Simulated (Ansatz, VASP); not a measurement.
# One calculation of BN, two programs

```xyz
2
Lattice="0.0000 3.4953 2.1661 1.2516 0.0000 2.1661 1.2516 3.4953 0.0000" Properties=species:S:1:pos:R:3 pbc="T T T"
B     1.2516    3.4953    0.0002
N     1.2516    3.4953    2.2881
```

Alike in both runs: task single point; functional r2SCAN; k mesh 12 × 12 × 12; occupations gaussian, width 0.05 eV; no spin polarisation.

```csv
,VASP,Ansatz
version,VASP 6.6.1,Ansatz 0.2.0
potentials or method,"VASP PAW PBE potentials, release 64 (B, N), cutoff 520 eV","scalar-relativistic, plane waves, PAW"
valence electrons in the cell,8,8
```

```csv
,VASP,Ansatz,Ansatz less VASP
gap on the k mesh at the Fermi level (eV),2.19,2.17,-0.029
least direct gap on the mesh (eV),3.47,3.52,+0.049
rms of the force components (eV/Å),1.514,1.552,+0.0377
```

VASP's potentials were made for PBE, not for r2SCAN. Atom by atom the forces differ by 0.038 eV/Å (rms over components).
